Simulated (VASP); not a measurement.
A run of VASP 6.6.1 is set up as follows.

File POSCAR:

```
BaTiO3
1.0
    2.9981514969      1.7309835738      2.0920345738
   -2.9981514969      1.7309835738      2.0920345738
    0.0000000000     -3.4619671476      2.0920345738
Ba Ti O
1 1 3
Direct
    0.0027851043      0.0027851043      0.0027851043
    0.5162478494      0.5162478494      0.5162478494
    0.4897536543      0.4897536543      0.9801597377
    0.4897536543      0.9801597377      0.4897536543
    0.9801597377      0.4897536543      0.4897536543
```

INCAR.step1

```
SYSTEM = BaTiO3
  PREC = Accurate
  ENCUT = 520
  ISMEAR = 0
  SIGMA = 0.05
  LREAL = .FALSE.
  LASPH = .TRUE.
  NELM = 60
  NBANDS = 28
  GGA = PE
  ALGO = Normal
  EDIFF = 1E-4
  LWAVE = .TRUE.
  LCHARG = .FALSE.
```

Contents of INCAR.step2:

```
SYSTEM = BaTiO3
  PREC = Accurate
  ENCUT = 520
  EDIFF = 1E-6
  ISMEAR = 0
  SIGMA = 0.05
  LREAL = .FALSE.
  LASPH = .TRUE.
  NELM = 60
  ALGO = Normal
  ISIF = 2
  LWAVE = .FALSE.
  LCHARG = .FALSE.
  METAGGA = R2SCAN
  LMIXTAU = .TRUE.
  NBANDS = 28
  ISTART = 1
```

KPOINTS

```
regular mesh
0
G
  6 6 6
  0 0 0
```

Potentials or basis: VASP PAW PBE potentials, release 64 (Ba_sv, Ti_sv, O).

The run is started by

```bash
$ cat potpaw_PBE.64/Ba_sv/POTCAR potpaw_PBE.64/Ti_sv/POTCAR potpaw_PBE.64/O/POTCAR > POTCAR
$ cp INCAR.step1 INCAR
$ mpirun -np 1 vasp_std > vasp.out
$ cp INCAR.step2 INCAR
$ mpirun -np 1 vasp_std > vasp.out
```

**Question.** What does it give for the band gap on the k mesh?

**Answer.** 2.13 eV, indirect (least direct gap 2.43 eV).

**Question.** Estimate the largest force.

**Answer.** 0.426 eV/Å.

**Question.** What does it give for the pressure?

**Answer.** 2.3 GPa.

Stress tensor (GPa, compression positive):
```
-11.03   0.00   0.00
  0.00 -11.03   0.00
  0.00   0.00  29.05
```

Caveat: the PAW data sets were made with another functional, which shifts forces and pressure a little; spin-orbit coupling is left out, which moves the levels of the heavy elements. A k mesh can miss the band edges.
